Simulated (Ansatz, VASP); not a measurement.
**One calculation of SnTe, two programs**

```
CELL_PARAMETERS angstrom
0.00000 3.21265 3.21265
3.21265 0.00000 3.21265
3.21265 3.21265 0.00000
ATOMIC_POSITIONS crystal
Te 0.50000 0.50000 0.50000
Sn 0.00000 0.00000 0.00000
```

Alike in both runs: task single point; functional SVWN5; k mesh 7 × 7 × 7; occupations fermi-dirac, width 0.05 eV; no spin polarisation.

|  | VASP | Ansatz |
| --- | --- | --- |
| version | VASP 6.6.1 | Ansatz 0.2.0 |
| potentials or method | VASP PAW PBE potentials, release 64 (Te, Sn_d) | Ansatz PAW |
| plane-wave cutoff (eV) | 520 | 420 |
| valence electrons in the cell | 20 | 30 |

|  | VASP | Ansatz | Ansatz less VASP |
| --- | --- | --- | --- |
| pressure (GPa) | -3.8 | -3.8 | -0.01 |

VASP's potentials were made for PBE, not for SVWN5. VASP's potentials hold 20 valence electrons a cell and Ansatz's 30, so a difference there can come from the potentials and not from the codes.

Spin-orbit coupling is off throughout.
